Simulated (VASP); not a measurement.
# HfO2 (Pbca) in VASP: a series of runs

Aim: see how the results for HfO2 move with the level of theory and the settings. Levels: LDA, PBEsol. Tasks: electric field gradients.

Everything below comes from runs of VASP 6.6.1. Logs are shortened: lines on timing, memory, paths and dates and some standing lists are left out, and cuts for length are marked.

### 1 The cell of the first run

It takes space group Pbca (No. 61, orthorhombic). The conventional cell has a = 5.060 Å, b = 10.017 Å, c = 5.228 Å, α = 90.00°, β = 90.00°, γ = 90.00°. Hf (site symmetry 1) has 7 O at 2.04 to 2.22 Å within 2.7 Å. O (site symmetry 1) has 3 Hf at 2.04 to 2.17 Å and 10 O at 2.52 to 3.06 Å within 3.1 Å. O (site symmetry 1) has 4 Hf at 2.14 to 2.22 Å and 7 O at 2.52 to 2.82 Å within 2.9 Å.

### 2 Electric field gradients, LDA

Contents of INCAR:

```
SYSTEM = HfO2
  ALGO = Normal
  EDIFF = 1E-8
  ENCUT = 520
  ISIF = 2
  ISMEAR = -1
  LASPH = .True.
  LCHARG = .False.
  LEFG = .True.
  LREAL = Auto
  LWAVE = .False.
  NBANDS = 106
  NELM = 80
  PREC = Accurate
  SIGMA = 0.02
```

Contents of KPOINTS:

```
k-points
0
Gamma
  5 3 5
  0 0 0
```

Contents of POSCAR:

```
HfO2
1.0
    5.0598000000      0.0000000000      0.0000000000
    0.0000000000     10.0172000000      0.0000000000
    0.0000000000      0.0000000000      5.2276000000
Hf O
8 16
Direct
    0.7451451983      0.8845375016      0.9648639152
    0.2451451983      0.6154624984      0.0351360848
    0.2548548017      0.3845375016      0.5351360848
    0.7548548017      0.1154624984      0.4648639152
    0.2548548017      0.1154624984      0.0351360848
    0.7548548017      0.3845375016      0.9648639152
    0.7451451983      0.6154624984      0.4648639152
    0.2451451983      0.8845375016      0.5351360848
    0.8705067731      0.7907435841      0.6240161033
    0.3705067731      0.7092564159      0.3759838967
    0.1294932269      0.2907435841      0.8759838967
    0.6294932269      0.2092564159      0.1240161033
    0.1294932269      0.2092564159      0.3759838967
    0.6294932269      0.2907435841      0.6240161033
    0.8705067731      0.7092564159      0.1240161033
    0.3705067731      0.7907435841      0.8759838967
    0.5028771792      0.9764425487      0.2617207594
    0.0028771792      0.5235574513      0.7382792406
    0.4971228208      0.4764425487      0.2382792406
    0.9971228208      0.0235574513      0.7617207594
    0.4971228208      0.0235574513      0.7382792406
    0.9971228208      0.4764425487      0.2617207594
    0.5028771792      0.5235574513      0.7617207594
    0.0028771792      0.9764425487      0.2382792406
```

Potentials or basis: VASP PAW LDA potentials, release 64 (Hf_pv, O).

Started as:

```
> cat potpaw_LDA.64/Hf_pv/POTCAR potpaw_LDA.64/O/POTCAR > POTCAR
> mpirun -np 1 vasp_std > vasp.out
```

OUTCAR:

```text
SYSTEM = HfO2
   EDIFF = 1E-8
   ENCUT = 520
   ISIF = 2
   ISMEAR = -1
   LASPH = .True.
   LREAL = Auto
   NELM = 80
   PREC = Accurate

 ion  position               nearest neighbor table
   1  0.745  0.885  0.965-  15 2.04   9 2.11  24 2.14  16 2.17  20 2.17  17 2.18  21 2.22   8 3.38
                             8 3.38   5 3.41   5 3.48   4 3.49   4 3.49   2 3.71   2 3.71   7 3.75
   2  0.245  0.615  0.035-  16 2.04  10 2.11  23 2.14  15 2.17  19 2.17  18 2.18  22 2.22   7 3.38
                             7 3.38   6 3.41   6 3.48   3 3.49   3 3.49   1 3.71   1 3.71   8 3.75
   3  0.255  0.385  0.535-  13 2.04  11 2.11  22 2.14  14 2.17  18 2.17  19 2.18  23 2.22   6 3.38
                             6 3.38   7 3.41   7 3.48   2 3.49   2 3.49   4 3.71   4 3.71   5 3.75
   4  0.755  0.115  0.465-  14 2.04  12 2.11  21 2.14  13 2.17  17 2.17  20 2.18  24 2.22   5 3.38
                             5 3.38   8 3.41   8 3.48   1 3.49   1 3.49   3 3.71   3 3.71   6 3.75
   5  0.255  0.115  0.035-  11 2.04  13 2.11  20 2.14  12 2.17  24 2.17  21 2.18  17 2.22   4 3.38
                             4 3.38   1 3.41   1 3.48   8 3.49   8 3.49   6 3.71   6 3.71   3 3.75
   6  0.755  0.385  0.965-  12 2.04  14 2.11  19 2.14  11 2.17  23 2.17  22 2.18  18 2.22   3 3.38
                             3 3.38   2 3.41   2 3.48   7 3.49   7 3.49   5 3.71   5 3.71   4 3.75
   7  0.745  0.615  0.465-   9 2.04  15 2.11  18 2.14  10 2.17  22 2.17  23 2.18  19 2.22   2 3.38
                             2 3.38   3 3.41   3 3.48   6 3.49   6 3.49   8 3.71   8 3.71   1 3.75
   8  0.245  0.885  0.535-  10 2.04  16 2.11  17 2.14   9 2.17  21 2.17  24 2.18  20 2.22   1 3.38
                             1 3.38   4 3.41   4 3.48   5 3.49   5 3.49   7 3.71   7 3.71   2 3.75
   9  0.871  0.791  0.624-   7 2.04   1 2.11   8 2.17
  10  0.371  0.709  0.376-   8 2.04   2 2.11   7 2.17
  11  0.129  0.291  0.876-   5 2.04   3 2.11   6 2.17
  12  0.629  0.209  0.124-   6 2.04   4 2.11   5 2.17
  13  0.129  0.209  0.376-   3 2.04   5 2.11   4 2.17
  14  0.629  0.291  0.624-   4 2.04   6 2.11   3 2.17
  15  0.871  0.709  0.124-   1 2.04   7 2.11   2 2.17
  16  0.371  0.791  0.876-   2 2.04   8 2.11   1 2.17
  17  0.503  0.976  0.262-   8 2.14   4 2.17   1 2.18   5 2.22
  18  0.003  0.524  0.738-   7 2.14   3 2.17   2 2.18   6 2.22
  19  0.497  0.476  0.238-   6 2.14   2 2.17   3 2.18   7 2.22
  20  0.997  0.024  0.762-   5 2.14   1 2.17   4 2.18   8 2.22
  21  0.497  0.024  0.738-   4 2.14   8 2.17   5 2.18   1 2.22
  22  0.997  0.476  0.262-   3 2.14   7 2.17   6 2.18   2 2.22
  23  0.503  0.524  0.762-   2 2.14   6 2.17   7 2.18   3 2.22
  24  0.003  0.976  0.238-   1 2.14   5 2.17   8 2.18   4 2.22

  LATTYP: Found a simple orthorhombic cell.
 ALAT       =     5.0598000000
 B/A-ratio  =     1.0331633661
 C/A-ratio  =     1.9797620459

  Lattice vectors:

 A1 = (  -5.0598000000,   0.0000000000,   0.0000000000)
 A2 = (   0.0000000000,   0.0000000000,   5.2276000000)
 A3 = (   0.0000000000,  10.0172000000,   0.0000000000)

[... 2082 lines left out ...]
  in kB     -110.4822491   -116.3755896   -112.5265903      0.0000000      0.0000000      0.0000000
  external PRESSURE =    -113.1281430 kB  Pullay stress =       0.0000000 kB

 VOLUME and BASIS-vectors are now :
 -----------------------------------------------------------------------------
  energy-cutoff  :      520.00
  volume of cell :      264.96
      direct lattice vectors                 reciprocal lattice vectors
     5.059800000  0.000000000  0.000000000     0.197636270  0.000000000  0.000000000
     0.000000000 10.017200000  0.000000000     0.000000000  0.099828295  0.000000000
     0.000000000  0.000000000  5.227600000     0.000000000  0.000000000  0.191292371

 POSITION                                       TOTAL-FORCE (eV/Angst)
 -----------------------------------------------------------------------------------
      3.77029      8.86059      5.04392         0.018639      0.036088     -0.103463
      1.24039      6.16521      0.18368         0.018639     -0.036088      0.103463
      1.28951      3.85199      2.79748        -0.018639      0.036088      0.103463
      3.81941      1.15661      2.43012        -0.018639     -0.036088     -0.103463
      1.28951      1.15661      0.18368        -0.018639     -0.036088      0.103463
      3.81941      3.85199      5.04392        -0.018639      0.036088     -0.103463
[... 16 lines left out ...]
      2.54446      5.24458      3.98197        -0.006793     -0.150858      0.007085
      0.01456      9.78122      1.24563        -0.006793      0.150858     -0.007085
 -----------------------------------------------------------------------------------
    total drift:                               -0.000000      0.000000     -0.000000

  FREE ENERGIE OF THE ION-ELECTRON SYSTEM (eV)
  ---------------------------------------------------
  free  energy   TOTEN  =      -265.2849145415 eV

  energy  without entropy=     -265.2849145415  energy(sigma->0) =     -265.28491454

 Electric field gradients (V/A^2)
---------------------------------------------------------------------
 ion       V_xx      V_yy      V_zz      V_xy      V_xz      V_yz
---------------------------------------------------------------------
   1      79.733   -40.716   -39.017     1.017   -49.218   -10.311
   2      79.733   -40.716   -39.017    -1.017    49.218   -10.311
   3      79.733   -40.716   -39.017    -1.017   -49.218    10.311
   4      79.733   -40.716   -39.017     1.017    49.218    10.311
   5      79.733   -40.716   -39.017     1.017   -49.218   -10.311
   6      79.733   -40.716   -39.017    -1.017    49.218   -10.311
[... 16 lines left out ...]
  23     -12.278     6.763     5.515     5.669    -5.818    -3.862
  24     -12.278     6.763     5.515    -5.669     5.818    -3.862
---------------------------------------------------------------------

 Electric field gradients after diagonalization (V/A^2)
 (convention: |V_zz| > |V_xx| > |V_yy|)
----------------------------------------------------------------------
 ion       V_xx      V_yy      V_zz     asymmetry (V_yy - V_xx)/ V_zz
----------------------------------------------------------------------
   1     -61.087   -36.537    97.624       0.251
   2     -61.087   -36.537    97.624       0.251
   3     -61.087   -36.537    97.624       0.251
   4     -61.087   -36.537    97.624       0.251
   5     -61.087   -36.537    97.624       0.251
   6     -61.087   -36.537    97.624       0.251
[... 16 lines left out ...]
  23      12.678     2.252   -14.930       0.698
  24      12.678     2.252   -14.930       0.698
----------------------------------------------------------------------

           NMR quadrupolar parameters

 Cq : quadrupolar parameter    Cq=e*Q*V_zz/h
 eta: asymmetry parameters     (V_yy - V_xx)/ V_zz
 Q  : nuclear electric quadrupole moment in mb (millibarn)
----------------------------------------------------------------------
 ion       Cq(MHz)       eta       Q (mb)
----------------------------------------------------------------------
   1       0.236       0.251       1.000
   2       0.236       0.251       1.000
   3       0.236       0.251       1.000
   4       0.236       0.251       1.000
   5       0.236       0.251       1.000
   6       0.236       0.251       1.000
[... 16 lines left out ...]
  23      -0.036       0.698       1.000
  24      -0.036       0.698       1.000
----------------------------------------------------------------------
```

stdout:

```text
POSCAR found type information on POSCAR HfO
 POSCAR found :  2 types and      24 ions
 scaLAPACK will be used
 LDA part: xc-table for (Slater(with rela. corr.)+CA(PZ))
 , standard interpolation
 POSCAR, INCAR and KPOINTS ok, starting setup
 FFT: planning ... GRIDC
 FFT: planning ... GRID_SOFT
 FFT: planning ... GRID
 WAVECAR not read
 entering main loop
ion   1
     0.0000654     0.0539329    -0.0049592     0.5200923     1.0513136    -0.9523379
     0.0000901     0.0539329    -0.0049592     0.5200923     1.0513136    -0.9523379
     0.0001241     0.0539329    -0.0049592     0.5200923     1.0513136    -0.9523379
     0.0001709     0.0539329    -0.0049592     0.5200923     1.0513135    -0.9523379

     0.0000654    -1.1953429     9.3794095    31.1419884    45.6076177   -55.9115254
     0.0000901    -1.1953111     9.3737219    31.1294866    45.5917425   -55.8921861
     0.0001241    -1.1953632     9.3649466    31.1103183    45.5674701   -55.8627668
     0.0001709    -1.1956006     9.3514634    31.0810532    45.5305190   -55.8182149
[... 106 lines left out ...]
     0.0000293     4.4278846     9.2580595     5.3684743     7.7149784   -14.4024015
     0.0000403     4.4278836     9.2580577     5.3684734     7.7149769   -14.4023992
     0.0000555     4.4278820     9.2580546     5.3684718     7.7149745   -14.4023952
     0.0000765     4.4278793     9.2580493     5.3684692     7.7149705   -14.4023886

ion  12
     0.0000293    -0.6473227     1.9616223
```

Wall time 12 min (1 thread of Intel Xeon Platinum 8375C at 2.90GHz (Ice Lake), shared host); peak memory 0.47 GiB.

Results:

| Quantity | Value |
| --- | --- |
| Free energy | -265.2849 eV |
| Pressure | -11.3 GPa |
| Largest force | 0.151 eV/Å |
| Band gap on the k mesh | 4.10 eV (least direct gap 4.26 eV) |
| Largest electric field gradient by atom | Hf +97.6; O -24.8, -14.9 (each value once) V/Å² |

Forces in eV/Å, atoms in the order of the input:
```
Hf   0.019  0.036 -0.103
Hf   0.019 -0.036  0.103
Hf  -0.019  0.036  0.103
Hf  -0.019 -0.036 -0.103
Hf  -0.019 -0.036  0.103
Hf  -0.019  0.036 -0.103
Hf   0.019 -0.036 -0.103
Hf   0.019  0.036  0.103
O    0.066 -0.057  0.101
O    0.066  0.057 -0.101
O   -0.066 -0.057 -0.101
O   -0.066  0.057  0.101
O   -0.066  0.057 -0.101
O   -0.066 -0.057  0.101
O    0.066  0.057  0.101
O    0.066 -0.057 -0.101
O   -0.007  0.151  0.007
O   -0.007 -0.151 -0.007
O    0.007  0.151 -0.007
O    0.007 -0.151  0.007
O    0.007 -0.151 -0.007
O    0.007  0.151  0.007
O   -0.007 -0.151  0.007
O   -0.007  0.151 -0.007
```

Stress tensor (GPa, compression positive):
```
-11.05   0.00   0.00
  0.00 -11.64   0.00
  0.00   0.00 -11.25
```

Electric field gradients, principal values (V/Å²):
| atom | least | middle | greatest (by size) |
| --- | --- | --- | --- |
| 1 Hf | -36.537 | -61.087 | 97.624 |
| 2 Hf | -36.537 | -61.087 | 97.624 |
| 3 Hf | -36.537 | -61.087 | 97.624 |
| 4 Hf | -36.537 | -61.087 | 97.624 |
| 5 Hf | -36.537 | -61.087 | 97.624 |
| 6 Hf | -36.537 | -61.087 | 97.624 |
| 7 Hf | -36.537 | -61.087 | 97.624 |
| 8 Hf | -36.537 | -61.087 | 97.624 |
| 9 O | 3.439 | 21.313 | -24.752 |
| 10 O | 3.439 | 21.313 | -24.752 |
| 11 O | 3.439 | 21.313 | -24.752 |
| 12 O | 3.439 | 21.313 | -24.752 |
| 13 O | 3.439 | 21.313 | -24.752 |
| 14 O | 3.439 | 21.313 | -24.752 |
| 15 O | 3.439 | 21.313 | -24.752 |
| 16 O | 3.439 | 21.313 | -24.752 |
| 17 O | 2.252 | 12.678 | -14.930 |
| 18 O | 2.252 | 12.678 | -14.930 |
| 19 O | 2.252 | 12.678 | -14.930 |
| 20 O | 2.252 | 12.678 | -14.930 |
| 21 O | 2.252 | 12.678 | -14.930 |
| 22 O | 2.252 | 12.678 | -14.930 |
| 23 O | 2.252 | 12.678 | -14.930 |
| 24 O | 2.252 | 12.678 | -14.930 |

Caveat: the cell stands under tension; without QUAD_EFG the Cq values of the log hold for a quadrupole moment of 1 mb, not for the nuclei; spin-orbit coupling is left out, which moves the levels of the heavy elements; an odd mesh through Γ misses points on the zone boundary, where band edges can lie.

[end of part 1 of 2]
